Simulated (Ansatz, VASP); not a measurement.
# Two plane-wave programs on Ta

Contents of INCAR:

```
PREC = Accurate ; ENCUT = 520
EDIFF = 1E-8 ; ISMEAR = -1
SIGMA = 0.03 ; LREAL = False
LASPH = True ; NELM = 100
ALGO = Normal ; ISIF = 2
LWAVE = False ; LCHARG = False
GGA = PE ; LEFG = True
NBANDS = 18
```

File KPOINTS:

```
Automatic mesh
0
Gamma
  9 9 9
```

File POSCAR:

```
Ta
1.0
    0.0000000000      3.0015388741      3.0015388741
    3.0015388741      0.0000000000      3.0015388741
    3.0015388741      3.0015388741      0.0000000000
Ta
2
Direct
    0.0000000000      0.0000000000      0.0000000000
    0.2500000000      0.2500000000      0.2500000000
```

Input for Ansatz:

```yaml
crystal:
  lattice:
    - [0.0, 3.0015388741, 3.0015388741]
    - [3.0015388741, 0.0, 3.0015388741]
    - [3.0015388741, 3.0015388741, 0.0]
  atoms:
    - { symbol: Ta, position: [0.0, 0.0, 0.0] }
    - { symbol: Ta, position: [0.25, 0.25, 0.25] }
kpoints:
  mp_grid: { grid: [9, 9, 9] }
scf:
  occupations: { method: fermi_dirac, width: 0.03 }
hamiltonian:
  xc: pbe
  pseudopotentials: { kind: paw }
output:
  forces: true
  stress: true
  eigenvalues: true
  efg: { contact_densities: true }
  write_density: true
  write_potential: true
  elf: true
  volumetric_format: npy
```

Change from the starting cell: volume scaled by 0.95, PAW files.

Alike in both runs: task electric field gradients; functional PBE; k mesh 9 × 9 × 9; occupations fermi-dirac, width 0.03 eV; no spin polarisation.

|  | VASP | Ansatz |
| --- | --- | --- |
| version | VASP 6.6.1 | Ansatz 0.2.0 |
| potentials or method | VASP PAW PBE potentials, release 64 (Ta_pv) | PAW with Ansatz's default frozen-core files, scalar-relativistic |
| plane-wave cutoff (eV) | 520 | 420 |
| valence electrons in the cell | 22 | 26 |

VASP gave:

- pressure (GPa): 4.0

Problem. What did Ansatz give for the same quantities?

Solution. Pressure (GPa): 3.9.

VASP's potentials hold 22 valence electrons a cell and Ansatz's 26, so a difference there can come from the potentials and not from the codes.

Neither program's run includes spin-orbit coupling.
